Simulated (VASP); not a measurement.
TaSi6, 7 atoms in the cell. The typed cell holds 7 atoms: a = 5.123 Å, b = 5.213 Å, c = 5.290 Å, α = 116.34°, β = 103.97°, γ = 95.31°. 

```yaml
Program: VASP 6.6.1
Task: relaxation of cell and atoms
Functional: PBE
Potentials_or_basis: VASP PAW PBE potentials, release 64 (Ta_pv, Si)
Cutoff: 600 eV
k_mesh: 4 × 4 × 4
Occupations: gaussian, width 0.1 eV
Spin: no spin polarisation
Dipole_correction: no
Further_INCAR_settings: ALGO = Normal; EDIFF = 1e-06; IBRION = 2; EDIFFG = -0.04; NSW = 90; ISIF = 3
```

Potentials or basis: VASP PAW PBE potentials, release 64 (Ta_pv, Si).

Run with:

```console
$ cat potpaw_PBE.64/Ta_pv/POTCAR potpaw_PBE.64/Si/POTCAR > POTCAR
$ mpirun -np 1 vasp_std > vasp.out
```

Hardware: 1 thread of AMD EPYC 9R45 96-Core Processor (Zen 5), with other jobs on the host.

Question: How long does it take, and how much memory?

Answer: Wall time 16 min on 1 thread of AMD EPYC 9R45 96-Core Processor (Zen 5), on a shared host, peak memory 0.31 GiB. Counts: scf iterations 200, k points 36, ion steps 29.
